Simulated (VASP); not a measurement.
# Ta (Im-3m) in VASP: further runs

Runs on Ta. Level: PBEsol. Tasks: single point.

Program: VASP 6.6.1. These are calculated values, not measurements. Logs are shortened: lines on timing, memory, paths and dates and some standing lists are left out, and cuts for length are marked.

## 1. The cell of the first run

The structure is cubic, space group Im-3m (No. 229). The conventional cell has a = 3.246 Å, b = 3.246 Å, c = 3.246 Å, α = 90.00°, β = 90.00°, γ = 90.00°. Ta (site symmetry m-3m) has 14 Ta at 2.81 to 3.25 Å within 3.7 Å.

## 2. Single point, PBEsol (volume scaled by 0.95)

INCAR

```
PREC = Accurate
ENCUT = 520
EDIFF = 1E-6
ISMEAR = 0
SIGMA = 0.05
LREAL = F
LASPH = T
NELM = 80
ALGO = Normal
ISIF = 2
LWAVE = F
LCHARG = T
GGA = PS
LELF = T
LVHAR = T
NBANDS = 12
```

KPOINTS

```
regular mesh
0
Gamma
  22 22 22
```

POSCAR

```
Ta
1.0
   -1.6230115422      1.6230115422      1.6230115422
    1.6230115422     -1.6230115422      1.6230115422
    1.6230115422      1.6230115422     -1.6230115422
Ta
1
Direct
    0.0000000000      0.0000000000      0.0000000000
```

Potentials or basis: VASP PAW PBE potentials, release 64 (Ta_pv).

The run is started by

```sh
$ cat potpaw_PBE.64/Ta_pv/POTCAR > POTCAR
$ mpirun -np 1 vasp_std > vasp.out
```

OUTCAR:

```text
PREC = Accurate
   ENCUT = 520
   EDIFF = 1E-6
   ISMEAR = 0
   LREAL = F
   LASPH = T
   NELM = 80
   ISIF = 2
   GGA = PS

 ion  position               nearest neighbor table
   1  0.000  0.000  0.000-

  LATTYP: Found a body centered cubic cell.
 ALAT       =     3.2460230844

  Lattice vectors:

 A1 = (  -1.6230115422,   1.6230115422,   1.6230115422)
 A2 = (   1.6230115422,  -1.6230115422,   1.6230115422)
 A3 = (   1.6230115422,   1.6230115422,  -1.6230115422)

Analysis of symmetry for initial positions (statically):
=====================================================================
 Subroutine PRICEL returns:
 Original cell was already a primitive cell.

 Routine SETGRP: Setting up the symmetry group for a
 body centered cubic supercell.

 Subroutine GETGRP returns: Found 48 space group operations
 (whereof 48 operations were pure point group operations)
 out of a pool of 48 trial point group operations.

The static configuration has the point symmetry O_h .

Analysis of symmetry for dynamics (positions and initial velocities):
=====================================================================
 Subroutine PRICEL returns:
 Original cell was already a primitive cell.

 Routine SETGRP: Setting up the symmetry group for a
 body centered cubic supercell.

 Subroutine GETGRP returns: Found 48 space group operations
 (whereof 48 operations were pure point group operations)
 out of a pool of 48 trial point group operations.

The dynamic configuration has the point symmetry O_h .

 Subroutine INISYM returns: Found 48 space group operations
 (whereof 48 operations are pure point group operations),
 and found     1 'primitive' translations

----------------------------------------------------------------------------------------

                                     Primitive cell

  volume of cell :      17.1011

  direct lattice vectors                    reciprocal lattice vectors
    -1.623011542  1.623011542  1.623011542     0.000000000  0.308069282  0.308069282
     1.623011542 -1.623011542  1.623011542     0.308069282  0.000000000  0.308069282
     1.623011542  1.623011542 -1.623011542     0.308069282  0.308069282  0.000000000

  length of vectors
     2.811138452  2.811138452  2.811138452     0.435675756  0.435675756  0.435675756

  position of ions in fractional coordinates (direct lattice)
     0.000000000  0.000000000  0.000000000

  ion indices of the primitive-cell ions
   primitive index   ion index
                 1           1

----------------------------------------------------------------------------------------

 KPOINTS: regular mesh

Automatic generation of k-mesh.
 Grid dimensions read from file:
 generate k-points for:   22   22   22

 Generating k-lattice:

  Cartesian coordinates                     Fractional coordinates (reciprocal lattice)
     0.000000000  0.014003149  0.014003149     0.045454545  0.000000000  0.000000000
     0.014003149  0.000000000  0.014003149     0.000000000  0.045454545  0.000000000
     0.014003149  0.014003149  0.000000000     0.000000000  0.000000000  0.045454545

  Length of vectors
     0.019803443  0.019803443  0.019803443

  Shift w.r.t. Gamma in fractional coordinates (k-lattice)
     0.000000000  0.000000000  0.000000000

 Subroutine IBZKPT returns following result:
 ===========================================

 Found    328 irreducible k-points:

 Following reciprocal coordinates:
            Coordinates               Weight
  0.000000  0.000000  0.000000      1.000000
  0.045455  0.000000  0.000000     12.000000
  0.090909  0.000000  0.000000     12.000000
  0.136364  0.000000  0.000000     12.000000
  0.181818  0.000000  0.000000     12.000000
  0.227273  0.000000  0.000000     12.000000
[... 16 lines left out ...]
  0.090909  0.090909  0.000000     24.000000
  0.136364  0.090909  0.000000     48.000000
 [... further k-points ...]
   k-points           NKPTS =    328   k-points in BZ     NKDIM =    328   number of bands    NBANDS=     12
   number of dos      NEDOS =    301   number of ions     NIONS =      1
   total plane-waves  NPLWV =  13824
   dimension x,y,z NGX =    24 NGY =   24 NGZ =   24
   dimension x,y,z NGXF=    48 NGYF=   48 NGZF=   48
   ions per type =               1
   NGX,Y,Z   is equivalent  to a cutoff of  14.19, 14.19, 14.19 a.u.
   NGXF,Y,Z  is equivalent  to a cutoff of  28.39, 28.39, 28.39 a.u.
 SYSTEM =  unknown system
   PREC   = accura    normal or accurate (medium, high low for compatibility)
   ISTART =      0    job   : 0-new  1-cont  2-samecut
   ICHARG =      2    charge: 1-file 2-atom 10-const
   ISPIN  =      1    spin polarized calculation?
   LNONCOLLINEAR =      F non collinear calculations
   LSORBIT =      F    spin-orbit coupling
   LASPH  =      T    aspherical Exc in radial PAW
   ENCUT  =  520.0 eV  38.22 Ry    6.18 a.u.   5.23  5.23  5.23*2*pi/ulx,y,z
   NELM   =     80;   NELMIN=  2; NELMDL= -5     # of ELM steps
   EDIFF  = 0.1E-05   stopping-criterion for ELM
   LREAL  =      F    real-space projection
   EDIFFG = 0.1E-04   stopping-criterion for IOM
   NSW    =      0    number of steps for IOM
   IBRION =     -1    ionic relax: 0-MD 1-quasi-New 2-CG
   NFREE  =      0    steps in history (QN), initial steepest desc. (CG)
   ISIF   =      2    stress and relaxation
   ISYM   =      2    0-nonsym 1-usesym 2-fastsym
   POTIM  = 0.5000    time-step for ionic-motion
   TEBEG  =    0.0;   TEEND  =   0.0 temperature during run
   PSTRESS=    0.0 pullay stress
   NELECT =      11.0000    total number of electrons
   NUPDOWN=      -1.0000    fix difference up-down
   EMIN   =  10.00;   EMAX   =-10.00  energy-range for DOS
   EFERMI =   0.00;   METHOD = LEGACY
   ISMEAR =     0;   SIGMA  =   0.05  broadening in eV -4-tet -1-fermi 0-gaus
   EFERMI_NEDOS =   21; number of points for ismear=-14 and -15
   IALGO  =     38    algorithm
   IMIX   =      4    mixing-type and parameters
     AMIX     =   0.40;   BMIX     =  1.00
     AMIX_MAG =   1.60;   BMIX_MAG =  1.00
  volume/ion in A,a.u.               =      17.10       115.40
  Fermi-wavevector in a.u.,A,eV,Ry     =   1.413180  2.670523 27.171888  1.997077
  Thomas-Fermi vector in A             =   2.534852
   LORBIT       =      0    0 simple, 1 ext, 2 COOP (PROOUT), +10 PAW based schemes
   GGA     = PS    functional components
   LHFCALC =     F    Hartree Fock is set to
   AEXX    =    0.0000 exact exchange contribution
   IVDW    =     0    specifies the selected vdW correction
   LEPSILON=     F    determine dielectric tensor
   LRPA    =     F    only Hartree local field effects (RPA)
 non-spin polarized calculation
 Gauss-broadening in eV      SIGMA  =   0.05
  energy-cutoff  :      520.00
  volume of cell :       17.10
 maximum number of plane-waves:       474
 NGX is ok and might be reduce to    24
   NGX = 11   NGY = 11   NGZ = 11

 number of electron      10.9999999 magnetization

 Free energy of the ion-electron system (eV)
  ---------------------------------------------------
  ext. energy  EPLUGINS =         0.00000000
  ---------------------------------------------------
  free energy    TOTEN  =       -12.53808462 eV

  energy without entropy =      -12.53640944  energy(sigma->0) =      -12.53724703

 E-fermi :   5.7356     XC(G=0): -12.9961

 val. band max:        5.7333660265   @ k =  -0.4091   0.5000   0.1818
 cond. band min:       5.7391929734   @ k =  -0.2273   0.2273   0.1364
 fundamental gap:      0.0058269470
 Fermi energy:         5.7355721275

 k-point     1 :       0.0000    0.0000    0.0000
  band No.  band energies     occupation
      1     -27.0686      2.00000
      2     -27.0686      2.00000
      3     -27.0686      2.00000
      4      -2.3799      2.00000
      5       6.4635      0.00000
      6       6.4635      0.00000
      7       6.4635      0.00000
      8       9.9219      0.00000
      9       9.9219      0.00000
     10      20.5902      0.00000
     11      21.0325      0.00000
     12      21.0325      0.00000

 k-point     2 :       0.0455    0.0000    0.0000
  band No.  band energies     occupation
      1     -27.0999      2.00000
      2     -27.0780      2.00000
      3     -27.0688      2.00000
      4      -2.2803      2.00000
      5       6.3976      0.00000
      6       6.4461      0.00000
      7       6.5609      0.00000
      8       9.8088      0.00000
      9       9.9213      0.00000
     10      20.5902      0.00000
     11      21.1256      0.00000
     12      21.2055      0.00000

 k-point     3 :       0.0909    0.0000    0.0000
  band No.  band energies     occupation
      1     -27.1904      2.00000
      2     -27.1055      2.00000
      3     -27.0694      2.00000
      4      -1.9890      2.00000
      5       6.2113      0.00000
      6       6.3780      0.00000
      7       6.8509      0.00000
      8       9.5434      0.00000
      9       9.9237      0.00000
     10      20.5898      0.00000
     11      21.3783      0.00000
     12      21.7120      0.00000
[... 286 lines left out ...]
 k-point    23 :       0.0909    0.0909    0.0000
  band No.  band energies     occupation
      1     -27.4081      2.00000
      2     -27.1467      2.00000
      3     -27.0984      2.00000
      4      -1.2626      2.00000
      5       5.8791      0.00005
      6       5.9883      0.00000
      7       7.6706      0.00000
      8       9.0646      0.00000
      9      10.0770      0.00000
     10      20.5887      0.00000
     11      21.9270      0.00000
     12      22.9121      0.00000

 k-point    24 :       0.1364    0.0909    0.0000
  band No.  band energies     occupation
      1     -27.5686      2.00000
      2     -27.1983      2.00000
      3     -27.1077      2.00000
      4      -0.6886      2.00000
      5       5.5798      1.99999
      6       5.7232      1.27332
      7       8.3498      0.00000
      8       8.9163      0.00000
      9      10.2106      0.00000
     10      20.5873      0.00000
     11      22.2773      0.00000
     12      23.2679      0.00000

 [... further k-points ...]
[... 5 lines left out ...]
  --------------------------------------------------------------------------------------
  -------------------------------------------------------------------------------------
  Total        0.7819012      0.7819012      0.7819012      0.0000000      0.0000000     -0.0000000
  in kB       73.2550629     73.2550629     73.2550629      0.0000000      0.0000000     -0.0000000
  external PRESSURE =      73.2550629 kB  Pullay stress =       0.0000000 kB

 VOLUME and BASIS-vectors are now :
 -----------------------------------------------------------------------------
  energy-cutoff  :      520.00
  volume of cell :       17.10
      direct lattice vectors                 reciprocal lattice vectors
    -1.623011542  1.623011542  1.623011542     0.000000000  0.308069282  0.308069282
     1.623011542 -1.623011542  1.623011542     0.308069282  0.000000000  0.308069282
     1.623011542  1.623011542 -1.623011542     0.308069282  0.308069282  0.000000000

 POSITION                                       TOTAL-FORCE (eV/Angst)
 -----------------------------------------------------------------------------------
      0.00000      0.00000      0.00000         0.000000      0.000000     -0.000000
 -----------------------------------------------------------------------------------
    total drift:                                0.000000      0.000000      0.000000

  FREE ENERGIE OF THE ION-ELECTRON SYSTEM (eV)
  ---------------------------------------------------
  free  energy   TOTEN  =       -12.5380846228 eV

  energy  without entropy=      -12.5364094432  energy(sigma->0) =      -12.53724703
```

It took 50 s on 1 thread of AMD EPYC 7R13 (Zen 3), shared host; peak memory 0.16 GiB.

Results:

```
Free energy : -12.5381 eV
Pressure    : 7.3 GPa
```

Caveat: the cell differs from its parent crystal (volume scaled by 0.95); the PAW data sets were made with another functional, which shifts forces and pressure a little; spin-orbit coupling is left out, which moves the levels of the heavy elements.

## 3. Single point, PBEsol

This run uses another cell than the first one, of 18.00 Å³/atom, 1.053 times its volume.

INCAR

```
  PREC = Accurate
  ENCUT = 520
  EDIFF = 1E-7
  ISMEAR = 0
  SIGMA = 0.05
  LREAL = False
  LASPH = True
  NELM = 60
  ALGO = Normal
  ISIF = 2
  LWAVE = False
  LCHARG = False
  GGA = PS
  NBANDS = 12
```

KPOINTS is that of step 2.

POSCAR

```
Ta
1.0
   -1.6510000000      1.6510000000      1.6510000000
    1.6510000000     -1.6510000000      1.6510000000
    1.6510000000      1.6510000000     -1.6510000000
Ta
1
Direct
    0.0000000000      0.0000000000      0.0000000000
```

Potentials or basis: VASP PAW PBE potentials, release 64 (Ta_pv).

The run is started by

```sh
$ cat potpaw_PBE.64/Ta_pv/POTCAR > POTCAR
$ mpirun -np 1 vasp_std > vasp.out
```

Wall time 44 s (1 thread of AMD EPYC 7R13 (Zen 3), shared host); peak memory 0.16 GiB.

The run converged. Its results:

```
Free energy : -12.5475 eV
Pressure    : -3.6 GPa
```

Levels at points of the mesh, in eV from the Fermi level:
```
           k point  band 2  band 3  band 4  band 5  band 6  band 7  band 8  band 9  band 10  band 11
(0.00, 0.00, 0.00)  -33.02  -33.02   -7.92    0.73    0.73    0.73    4.00    4.00    14.67    15.05
(0.50, 0.00, 0.00)  -33.40  -33.02   -4.38   -1.55    1.62    3.88    4.91    7.82    11.72    11.98
(0.50, 0.50, 0.50)  -33.84  -33.84   -3.81   -3.81    6.85    6.85    6.85    8.67     8.67     8.67
```

Caveat: the PAW data sets were made with another functional, which shifts forces and pressure a little; spin-orbit coupling is left out, which moves the levels of the heavy elements.

## 4. Single point, PBEsol (volume scaled by 1.03)

Edit INCAR of step 3 so:

```diff
@@ -7,4 +7,4 @@
   LASPH = True
-  NELM = 60
-  ALGO = Normal
+  NELM = 80
+  ALGO = Fast
   ISIF = 2
```

KPOINTS is that of step 3.

POSCAR

```
Ta
1.0
   -1.6673475978      1.6673475978      1.6673475978
    1.6673475978     -1.6673475978      1.6673475978
    1.6673475978      1.6673475978     -1.6673475978
Ta
1
Direct
    0.0000000000      0.0000000000      0.0000000000
```

Potentials or basis: VASP PAW PBE potentials, release 64 (Ta_pv).

The run is started by

```sh
$ cat potpaw_PBE.64/Ta_pv/POTCAR > POTCAR
$ mpirun -np 1 vasp_std > vasp.out
```

OUTCAR:

```text
PREC = Accurate
   ENCUT = 520
   EDIFF = 1E-7
   ISMEAR = 0
   LREAL = False
   LASPH = True
   NELM = 80
   ISIF = 2
   GGA = PS

 ion  position               nearest neighbor table
   1  0.000  0.000  0.000-

  LATTYP: Found a body centered cubic cell.
 ALAT       =     3.3346951956

  Lattice vectors:

 A1 = (  -1.6673475978,   1.6673475978,   1.6673475978)
 A2 = (   1.6673475978,  -1.6673475978,   1.6673475978)
 A3 = (   1.6673475978,   1.6673475978,  -1.6673475978)

[... 530 lines left out ...]
      3     -28.0844      2.00000
      4      -1.1772      2.00000
      5       5.0166      1.92914
      6       5.1448      0.06887
      7       7.4976      0.00000
      8       8.0824      0.00000
      9       9.2238      0.00000
     10      19.6404      0.00000
     11      21.0590      0.00000
     12      21.8265      0.00000

 [... further k-points ...]
[... 5 lines left out ...]
  --------------------------------------------------------------------------------------
  -------------------------------------------------------------------------------------
  Total       -1.0396966     -1.0396966     -1.0396966      0.0000000      0.0000000      0.0000000
  in kB      -89.8418661    -89.8418661    -89.8418661      0.0000000      0.0000000      0.0000000
  external PRESSURE =     -89.8418661 kB  Pullay stress =       0.0000000 kB

 VOLUME and BASIS-vectors are now :
 -----------------------------------------------------------------------------
  energy-cutoff  :      520.00
  volume of cell :       18.54
      direct lattice vectors                 reciprocal lattice vectors
    -1.667347598  1.667347598  1.667347598     0.000000000  0.299877482  0.299877482
     1.667347598 -1.667347598  1.667347598     0.299877482  0.000000000  0.299877482
     1.667347598  1.667347598 -1.667347598     0.299877482  0.299877482  0.000000000

 POSITION                                       TOTAL-FORCE (eV/Angst)
 -----------------------------------------------------------------------------------
      0.00000      0.00000      0.00000        -0.000000      0.000000     -0.000000
 -----------------------------------------------------------------------------------
    total drift:                               -0.000000      0.000000      0.000000

  FREE ENERGIE OF THE ION-ELECTRON SYSTEM (eV)
  ---------------------------------------------------
  free  energy   TOTEN  =       -12.5262811502 eV

  energy  without entropy=      -12.5244635750  energy(sigma->0) =      -12.52537236
```

OSZICAR:

```text
N       E                     dE             d eps       ncg     rms          rms(c)
DAV:   1     0.592682079808E+02    0.59268E+02   -0.61103E+03  7880   0.873E+02
DAV:   2    -0.120584852693E+02   -0.71327E+02   -0.69578E+02  8872   0.242E+02
DAV:   3    -0.130659922900E+02   -0.10075E+01   -0.99929E+00  9444   0.271E+01
DAV:   4    -0.130687029483E+02   -0.27107E-02   -0.27105E-02  8784   0.157E+00
DAV:   5    -0.130687124951E+02   -0.95469E-05   -0.95469E-05  9412   0.884E-02    0.131E+01
RMM:   6    -0.126496268745E+02    0.41909E+00   -0.28856E-01  8495   0.433E+00    0.623E+00
RMM:   7    -0.125271572120E+02    0.12247E+00   -0.29016E-01  8861   0.421E+00    0.355E-01
RMM:   8    -0.125262665978E+02    0.89061E-03   -0.11595E-02  9351   0.992E-01    0.321E-01
RMM:   9    -0.125262941676E+02   -0.27570E-04   -0.13582E-03  9724   0.313E-01    0.576E-02
RMM:  10    -0.125262787450E+02    0.15423E-04   -0.19754E-04  9716   0.117E-01    0.178E-02
RMM:  11    -0.125262801031E+02   -0.13582E-05   -0.41404E-05 10391   0.458E-02    0.656E-03
RMM:  12    -0.125262808141E+02   -0.71095E-06   -0.68366E-06 10249   0.171E-02    0.205E-03
RMM:  13    -0.125262811798E+02   -0.36571E-06   -0.20505E-06  9983   0.991E-03    0.442E-03
RMM:  14    -0.125262811502E+02    0.29595E-07   -0.42906E-07  7664   0.435E-03
   1 F= -.12526281E+02 E0= -.12525372E+02  d E =-.181758E-02
```

It took 68 s on 1 thread of AMD EPYC 7R13 (Zen 3), shared host; peak memory 0.17 GiB.

What came out:

| Property | Result |
| --- | --- |
| Free energy | -12.5263 eV |
| Pressure | -9.0 GPa |

Caveat: the cell differs from its parent crystal (volume scaled by 1.03); the PAW data sets were made with another functional, which shifts forces and pressure a little; spin-orbit coupling is left out, which moves the levels of the heavy elements.

## 5. Summary

| cell | gap on the mesh (eV) | pressure (GPa) |
| --- | --- | --- |
| a = 2.811 Å, angles 109.5°, 1 atom | none | 7.3 |
| a = 2.860 Å, angles 109.5°, 1 atom | none | -3.6 |
| a = 2.888 Å, angles 109.5°, 1 atom | none | -9.0 |

Alike in all rows: task single point; level PBEsol; potentials or basis VASP PAW PBE potentials, release 64 (Ta_pv); no spin polarisation; k mesh 22 × 22 × 22; cutoff (eV) 520; smearing gaussian 0.05 eV.

Caveats: the PAW data sets were made with another functional, which shifts forces and pressure a little; spin-orbit coupling is left out, which moves the levels of the heavy elements.

Total energies depend on the potentials used, so only differences within one code and one set of settings carry meaning.
